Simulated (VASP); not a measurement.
# LaOs3 in VASP: settings compared

The runs below take LaOs3 through single point, with PBE, r2SCAN.

Program: VASP 6.6.1. These are calculated values, not measurements. Logs are shortened: lines on timing, memory, paths and dates and some standing lists are left out, and cuts for length are marked.

### Step 1. The cell of the first run

It takes space group P4mm (No. 99, tetragonal). The conventional cell has a = 4.147 Å, b = 4.147 Å, c = 4.147 Å, α = 90.00°, β = 90.00°, γ = 90.00°. Within 3.8 Å of La (site symmetry 4mm) lie 12 Os at 2.90 to 2.97 Å. Within 3.8 Å of Os (site symmetry 2mm) lie 4 La at 2.90 to 2.97 Å and 8 Os at 2.93 Å. Within 3.9 Å of Os (site symmetry 4mm) lie 8 Os at 2.93 Å and 4 La at 2.93 Å.

### Step 2. Single point, PBE (atom 1 (La) moved 0.05 Å along z)

The input, INCAR:

```
SYSTEM = LaOs3
PREC = Accurate
ENCUT = 520
EDIFF = 1E-6
ISMEAR = 0
SIGMA = 0.05
LREAL = .False.
LASPH = .True.
NELM = 80
ALGO = Fast
ISIF = 2
LWAVE = .False.
LCHARG = .False.
GGA = PE
NBANDS = 26
```

The input, KPOINTS:

```
regular mesh
0
Gamma
  8 8 8
  0 0 0
```

The input, POSCAR:

```
LaOs3
1.0
    4.1470735563      0.0000000000      0.0000000000
    0.0000000000      4.1470735563      0.0000000000
    0.0000000000      0.0000000000      4.1470735563
La Os
1 3
Direct
    0.0000000000      0.0000000000      0.0120566948
    0.0000000000      0.5000000000      0.5000000000
    0.5000000000      0.5000000000      0.0000000000
    0.5000000000      0.0000000000      0.5000000000
```

Potentials or basis: VASP PAW PBE potentials, release 64 (La, Os).

Launch:

```bash
$ cat potpaw_PBE.64/La/POTCAR potpaw_PBE.64/Os/POTCAR > POTCAR
$ mpirun -np 1 vasp_std > vasp.out
```

OUTCAR:

```text
SYSTEM = LaOs3
   PREC = Accurate
   ENCUT = 520
   EDIFF = 1E-6
   ISMEAR = 0
   LREAL = .False.
   LASPH = .True.
   NELM = 80
   ISIF = 2
   GGA = PE

 ion  position               nearest neighbor table
   1  0.000  0.000  0.012-   2 2.90   4 2.90   2 2.90   4 2.90   3 2.93   3 2.93   3 2.93   3 2.93
                             2 2.97   4 2.97   4 2.97   2 2.97
   2  0.000  0.500  0.500-   1 2.90   1 2.90   4 2.93   3 2.93   3 2.93   4 2.93   3 2.93   4 2.93
                             3 2.93   4 2.93   1 2.97   1 2.97
   3  0.500  0.500  0.000-   2 2.93   4 2.93   2 2.93   4 2.93   4 2.93   4 2.93   2 2.93   2 2.93
                             1 2.93   1 2.93   1 2.93   1 2.93
   4  0.500  0.000  0.500-   1 2.90   1 2.90   3 2.93   3 2.93   2 2.93   3 2.93   3 2.93   2 2.93
                             2 2.93   2 2.93   1 2.97   1 2.97

  LATTYP: Found a simple cubic cell.
 ALAT       =     4.1470735563

  Lattice vectors:

 A1 = (   4.1470735563,   0.0000000000,   0.0000000000)
 A2 = (   0.0000000000,   4.1470735563,   0.0000000000)
 A3 = (   0.0000000000,   0.0000000000,   4.1470735563)

Analysis of symmetry for initial positions (statically):
=====================================================================
 Subroutine PRICEL returns:
 Original cell was already a primitive cell.

 Routine SETGRP: Setting up the symmetry group for a
 simple cubic supercell.

 Subroutine GETGRP returns: Found  8 space group operations
 (whereof  8 operations were pure point group operations)
 out of a pool of 48 trial point group operations.

The static configuration has the point symmetry C_4v.

Analysis of symmetry for dynamics (positions and initial velocities):
=====================================================================
 Subroutine PRICEL returns:
 Original cell was already a primitive cell.

 Routine SETGRP: Setting up the symmetry group for a
 simple cubic supercell.

 Subroutine GETGRP returns: Found  8 space group operations
 (whereof  8 operations were pure point group operations)
 out of a pool of 48 trial point group operations.

The dynamic configuration has the point symmetry C_4v.

 Subroutine INISYM returns: Found  8 space group operations
 (whereof  8 operations are pure point group operations),
 and found     1 'primitive' translations

----------------------------------------------------------------------------------------

                                     Primitive cell

  volume of cell :      71.3223

  direct lattice vectors                    reciprocal lattice vectors
     4.147073556  0.000000000  0.000000000     0.241133895  0.000000000  0.000000000
     0.000000000  4.147073556  0.000000000     0.000000000  0.241133895  0.000000000
     0.000000000  0.000000000  4.147073556     0.000000000  0.000000000  0.241133895

  length of vectors
     4.147073556  4.147073556  4.147073556     0.241133895  0.241133895  0.241133895

  position of ions in fractional coordinates (direct lattice)
     0.000000000  0.000000000  0.012056695
     0.000000000  0.500000000  0.500000000
     0.500000000  0.500000000  0.000000000
     0.500000000  0.000000000  0.500000000

  ion indices of the primitive-cell ions
   primitive index   ion index
                 1           1
                 2           2
                 3           3
                 4           4

----------------------------------------------------------------------------------------

 KPOINTS: regular mesh

Automatic generation of k-mesh.
 Grid dimensions read from file:
 generate k-points for:    8    8    8

 Generating k-lattice:

  Cartesian coordinates                     Fractional coordinates (reciprocal lattice)
     0.030141737  0.000000000  0.000000000     0.125000000  0.000000000  0.000000000
     0.000000000  0.030141737  0.000000000     0.000000000  0.125000000  0.000000000
     0.000000000  0.000000000  0.030141737     0.000000000  0.000000000  0.125000000

  Length of vectors
     0.030141737  0.030141737  0.030141737

  Shift w.r.t. Gamma in fractional coordinates (k-lattice)
     0.000000000  0.000000000  0.000000000

 Subroutine IBZKPT returns following result:
 ===========================================

 Found     75 irreducible k-points:

 Following reciprocal coordinates:
            Coordinates               Weight
  0.000000  0.000000  0.000000      1.000000
  0.125000  0.000000  0.000000      4.000000
  0.000000  0.000000  0.125000      2.000000
  0.250000  0.000000  0.000000      4.000000
  0.000000  0.000000  0.250000      2.000000
  0.375000  0.000000  0.000000      4.000000
[... 16 lines left out ...]
  0.375000  0.250000  0.000000      8.000000
  0.000000  0.375000  0.250000      8.000000
 [... further k-points ...]
   k-points           NKPTS =     75   k-points in BZ     NKDIM =     75   number of bands    NBANDS=     26
   number of dos      NEDOS =    301   number of ions     NIONS =      4
   total plane-waves  NPLWV =  32768
   dimension x,y,z NGX =    32 NGY =   32 NGZ =   32
   dimension x,y,z NGXF=    64 NGYF=   64 NGZF=   64
   ions per type =               1   3
   NGX,Y,Z   is equivalent  to a cutoff of  12.83, 12.83, 12.83 a.u.
   NGXF,Y,Z  is equivalent  to a cutoff of  25.66, 25.66, 25.66 a.u.
 SYSTEM =  LaOs3
   PREC   = accura    normal or accurate (medium, high low for compatibility)
   ISTART =      0    job   : 0-new  1-cont  2-samecut
   ICHARG =      2    charge: 1-file 2-atom 10-const
   ISPIN  =      1    spin polarized calculation?
   LNONCOLLINEAR =      F non collinear calculations
   LSORBIT =      F    spin-orbit coupling
   LASPH  =      T    aspherical Exc in radial PAW
   ENCUT  =  520.0 eV  38.22 Ry    6.18 a.u.   7.71  7.71  7.71*2*pi/ulx,y,z
   NELM   =     80;   NELMIN=  2; NELMDL= -5     # of ELM steps
   EDIFF  = 0.1E-05   stopping-criterion for ELM
   LREAL  =      F    real-space projection
   EDIFFG = 0.1E-04   stopping-criterion for IOM
   NSW    =      0    number of steps for IOM
   IBRION =     -1    ionic relax: 0-MD 1-quasi-New 2-CG
   NFREE  =      0    steps in history (QN), initial steepest desc. (CG)
   ISIF   =      2    stress and relaxation
   ISYM   =      2    0-nonsym 1-usesym 2-fastsym
   POTIM  = 0.5000    time-step for ionic-motion
   TEBEG  =    0.0;   TEEND  =   0.0 temperature during run
   PSTRESS=    0.0 pullay stress
   NELECT =      35.0000    total number of electrons
   NUPDOWN=      -1.0000    fix difference up-down
   EMIN   =  10.00;   EMAX   =-10.00  energy-range for DOS
   EFERMI =   0.00;   METHOD = LEGACY
   ISMEAR =     0;   SIGMA  =   0.05  broadening in eV -4-tet -1-fermi 0-gaus
   EFERMI_NEDOS =   21; number of points for ismear=-14 and -15
   IALGO  =     68    algorithm
   IMIX   =      4    mixing-type and parameters
     AMIX     =   0.40;   BMIX     =  1.00
     AMIX_MAG =   1.60;   BMIX_MAG =  1.00
  volume/ion in A,a.u.               =      17.83       120.33
  Fermi-wavevector in a.u.,A,eV,Ry     =   1.291286  2.440177 22.686620  1.667420
  Thomas-Fermi vector in A             =   2.423065
   LORBIT       =      0    0 simple, 1 ext, 2 COOP (PROOUT), +10 PAW based schemes
   GGA     = PE    functional components
   LHFCALC =     F    Hartree Fock is set to
   AEXX    =    0.0000 exact exchange contribution
   IVDW    =     0    specifies the selected vdW correction
   LEPSILON=     F    determine dielectric tensor
   LRPA    =     F    only Hartree local field effects (RPA)
 non-spin polarized calculation
 RMM-DIIS sequential band-by-band and
 Gauss-broadening in eV      SIGMA  =   0.05
  energy-cutoff  :      520.00
  volume of cell :       71.32
 maximum number of plane-waves:      1936
 NGX is ok and might be reduce to    32
   NGX = 15   NGY = 15   NGZ = 15

 number of electron      35.0000005 magnetization

 Free energy of the ion-electron system (eV)
  ---------------------------------------------------
  ext. energy  EPLUGINS =         0.00000000
  ---------------------------------------------------
  free energy    TOTEN  =       -35.48862279 eV

  energy without entropy =      -35.48332027  energy(sigma->0) =      -35.48597153

 E-fermi :   8.5089     XC(G=0): -12.7086

 val. band max:        8.5051998627   @ k =   0.3750   0.3750   0.2500
 cond. band min:       8.5153881013   @ k =   0.0000   0.0000   0.5000
 fundamental gap:      0.0101882386
 Fermi energy:         8.5089181271

 k-point     1 :       0.0000    0.0000    0.0000
  band No.  band energies     occupation
      1     -21.6793      2.00000
      2      -5.7121      2.00000
      3      -5.7113      2.00000
      4      -5.7113      2.00000
      5       1.2346      2.00000
      6       3.4563      2.00000
[... 18 lines left out ...]
     25      13.0611      0.00000
     26      13.3527      0.00000

 k-point     2 :       0.1250    0.0000    0.0000
  band No.  band energies     occupation
      1     -21.6708      2.00000
      2      -5.8508      2.00000
      3      -5.7324      2.00000
      4      -5.7320      2.00000
      5       1.4751      2.00000
      6       3.6275      2.00000
[... 18 lines left out ...]
     25      13.4121      0.00000
     26      14.1565      0.00000

 k-point     3 :       0.0000    0.0000    0.1250
  band No.  band energies     occupation
      1     -21.6708      2.00000
      2      -5.8513      2.00000
      3      -5.7320      2.00000
      4      -5.7320      2.00000
      5       1.4748      2.00000
      6       3.6257      2.00000
[... 18 lines left out ...]
     25      13.4159      0.00000
     26      14.2358      0.00000

 k-point     4 :       0.2500    0.0000    0.0000
  band No.  band energies     occupation
      1     -21.6502      2.00000
      2      -6.1599      2.00000
      3      -5.7813      2.00000
      4      -5.7813      2.00000
      5       2.1087      2.00000
      6       4.1043      2.00000
[... 18 lines left out ...]
     25      13.4016      0.00000
     26      13.5636      0.00000

 k-point     5 :       0.0000    0.0000    0.2500
  band No.  band energies     occupation
      1     -21.6502      2.00000
      2      -6.1605      2.00000
      3      -5.7814      2.00000
      4      -5.7814      2.00000
      5       2.1077      2.00000
      6       4.1057      2.00000
[... 18 lines left out ...]
     25      13.5606      0.00000
     26      13.8889      0.00000

 k-point     6 :       0.3750    0.0000    0.0000
  band No.  band energies     occupation
      1     -21.6294      2.00000
      2      -6.4391      2.00000
      3      -5.8294      2.00000
      4      -5.8290      2.00000
      5       2.9390      2.00000
      6       4.6070      2.00000
[... 427 lines left out ...]
 k-point    21 :       0.2500    0.2500    0.0000
  band No.  band energies     occupation
      1     -21.6288      2.00000
      2      -6.2120      2.00000
      3      -6.0266      2.00000
      4      -5.8421      2.00000
      5       2.7882      2.00000
      6       4.3770      2.00000
[... 18 lines left out ...]
     25      13.8044      0.00000
     26      13.8253      0.00000

 k-point    22 :       0.0000    0.2500    0.2500
  band No.  band energies     occupation
      1     -21.6289      2.00000
      2      -6.2122      2.00000
      3      -6.0264      2.00000
      4      -5.8426      2.00000
      5       2.7876      2.00000
      6       4.3782      2.00000
[... 18 lines left out ...]
     25      13.7547      0.00000
     26      13.8148      0.00000

 k-point    23 :       0.3750    0.2500    0.0000
  band No.  band energies     occupation
      1     -21.6137      2.00000
      2      -6.3541      2.00000
      3      -6.0773      2.00000
      4      -5.8841      2.00000
      5       3.4622      2.00000
      6       4.7847      2.00000
[... 18 lines left out ...]
     25      13.7429      0.00000
     26      13.7948      0.00000

 k-point    24 :       0.0000    0.3750    0.2500
  band No.  band energies     occupation
      1     -21.6137      2.00000
      2      -6.3540      2.00000
      3      -6.0768      2.00000
      4      -5.8849      2.00000
      5       3.4620      2.00000
      6       4.7847      2.00000
[... 18 lines left out ...]
     25      13.7698      0.00000
     26      13.8025      0.00000

 [... further k-points ...]

------------------------ aborting loop because EDIFF is reached ----------------------------------------

  FORCE on cell =-STRESS in cart. coord.  units (eV):
  Direction    XX          YY          ZZ          XY          YZ          ZX
  --------------------------------------------------------------------------------------
  -------------------------------------------------------------------------------------
  Total        0.0638348      0.0638348      0.0472776      0.0000000     -0.0000000     -0.0000000
  in kB        1.4339789      1.4339789      1.0620389      0.0000000     -0.0000000     -0.0000000
  external PRESSURE =       1.3099989 kB  Pullay stress =       0.0000000 kB

 VOLUME and BASIS-vectors are now :
 -----------------------------------------------------------------------------
  energy-cutoff  :      520.00
  volume of cell :       71.32
      direct lattice vectors                 reciprocal lattice vectors
     4.147073556  0.000000000  0.000000000     0.241133895  0.000000000  0.000000000
     0.000000000  4.147073556  0.000000000     0.000000000  0.241133895  0.000000000
     0.000000000  0.000000000  4.147073556     0.000000000  0.000000000  0.241133895

 POSITION                                       TOTAL-FORCE (eV/Angst)
 -----------------------------------------------------------------------------------
      0.00000      0.00000      0.05000         0.000000     -0.000000     -0.565059
      0.00000      2.07354      2.07354         0.000000      0.000000      0.314440
      2.07354      2.07354      0.00000        -0.000000      0.000000     -0.063822
      2.07354      0.00000      2.07354        -0.000000     -0.000000      0.314440
 -----------------------------------------------------------------------------------
    total drift:                               -0.000000     -0.000000      0.000652

  FREE ENERGIE OF THE ION-ELECTRON SYSTEM (eV)
  ---------------------------------------------------
  free  energy   TOTEN  =       -35.4886227941 eV

  energy  without entropy=      -35.4833202704  energy(sigma->0) =      -35.48597153
```

It took 14 min on 1 thread of Oxide Virtual Turin-like, shared host; peak memory 0.27 GiB.

What came out:

```
Free energy            : -35.4886 eV
Pressure               : 0.1 GPa
Largest force          : 0.565 eV/Å
Band gap on the k mesh : zero (an odd number of electrons rules out a gap without spin polarisation)
```

Forces on the atoms (eV/Å):
```
La   0.000  0.000 -0.565
Os   0.000  0.000  0.314
Os   0.000  0.000 -0.064
Os   0.000  0.000  0.314
```

Levels at points of the mesh, in eV from the Fermi level:
```
           k point  band 15  band 16  band 17  band 18  band 19  band 20  band 21  band 22
(0.00, 0.00, 0.00)     0.84     0.84     2.11     2.58     2.58     3.44     3.44     3.44
(0.50, 0.00, 0.00)    -0.80    -0.63    -0.43     0.01     0.01     1.10     3.20     3.23
(0.00, 0.00, 0.50)    -0.80    -0.62    -0.43     0.01     0.01     1.10     3.22     5.06
(0.50, 0.50, 0.00)    -0.76    -0.67    -0.44    -0.44    -0.20    -0.12     0.29     5.15
(0.00, 0.50, 0.50)    -0.68    -0.68    -0.45    -0.43    -0.26    -0.11     0.29     5.16
(0.50, 0.50, 0.50)    -0.51    -0.50    -0.22     2.12     3.35     3.43     3.45     4.97
```

Caveat: the cell differs from its parent crystal (atom 1 (La) moved 0.05 Å along z); spin-orbit coupling is left out, which moves the levels of the heavy elements.

### Step 3. Single point, r2SCAN

POSCAR: that of step 2 with these lines changed.

```diff
@@ -8,3 +8,3 @@
 Direct
-    0.0000000000      0.0000000000      0.0120566948
+    0.0000000000      0.0000000000      0.0000000000
     0.0000000000      0.5000000000      0.5000000000
```

The input, INCAR.step1:

```
SYSTEM = LaOs3
ALGO     = Normal         ! electronic algorithm
EDIFF    = 1E-4           ! SCF threshold, eV
ENCUT    = 520            ! plane-wave cutoff, eV
GGA      = PE             ! functional
ISMEAR   = 0              ! smearing method
LASPH    = .True.         ! aspherical terms in the spheres
LCHARG   = .False.        ! write CHGCAR
LREAL    = .False.        ! projectors in reciprocal space
LWAVE    = .True.         ! write WAVECAR
NBANDS   = 26             ! bands
NELM     = 100            ! most SCF steps
PREC     = Accurate       ! precision mode
SIGMA    = 0.05           ! smearing width, eV
```

The input, INCAR.step2:

```
SYSTEM = LaOs3
ALGO     = Normal         ! electronic algorithm
EDIFF    = 1E-6           ! SCF threshold, eV
ENCUT    = 520            ! plane-wave cutoff, eV
ISIF     = 2              ! what is computed and relaxed
ISMEAR   = 0              ! smearing method
ISTART   = 1            
LASPH    = .True.         ! aspherical terms in the spheres
LCHARG   = .False.        ! write CHGCAR
LMIXTAU  = .True.       
LREAL    = .False.        ! projectors in reciprocal space
LWAVE    = .False.        ! write WAVECAR
METAGGA  = R2SCAN         ! meta-GGA
NBANDS   = 26             ! bands
NELM     = 100            ! most SCF steps
PREC     = Accurate       ! precision mode
SIGMA    = 0.05           ! smearing width, eV
```

The input, KPOINTS:

```
k-points
0
Gamma
  8 8 8
  0 0 0
```

Potentials or basis: VASP PAW PBE potentials, release 64 (La, Os).

Launch:

```bash
$ cat potpaw_PBE.64/La/POTCAR potpaw_PBE.64/Os/POTCAR > POTCAR
$ cp INCAR.step1 INCAR
$ mpirun -np 1 vasp_std > vasp.out
$ cp INCAR.step2 INCAR
$ mpirun -np 1 vasp_std > vasp.out
```

It took 6.1 min on 1 thread of Oxide Virtual Turin-like, shared host; peak memory 0.2 GiB.

It converged, with:

```yaml
Free_energy: -185.4773 eV
Pressure: -2.5 GPa
Band_gap_on_the_k_mesh: zero (an odd number of electrons rules out a gap without spin polarisation)
```

Levels at points of the mesh, in eV from the Fermi level:
| k point | band 16 | band 17 | band 18 | band 19 | band 20 | band 21 |
| --- | --- | --- | --- | --- | --- | --- |
| (0.00, 0.00, 0.00) | 0.88 | 2.27 | 2.74 | 2.74 | 2.74 | 3.60 |
| (0.50, 0.00, 0.00) | -0.64 | -0.50 | -0.07 | -0.07 | 1.17 | 2.74 |
| (0.50, 0.50, 0.00) | -0.66 | -0.48 | -0.48 | -0.21 | -0.18 | 0.34 |
| (0.50, 0.50, 0.50) | -0.61 | -0.28 | 2.27 | 2.27 | 2.27 | 3.67 |

Caveat: the PAW data sets were made with another functional, which shifts forces and pressure a little; spin-orbit coupling is left out, which moves the levels of the heavy elements.

The gap in the log of VASP goes by the Fermi energy; the results here count the filled bands.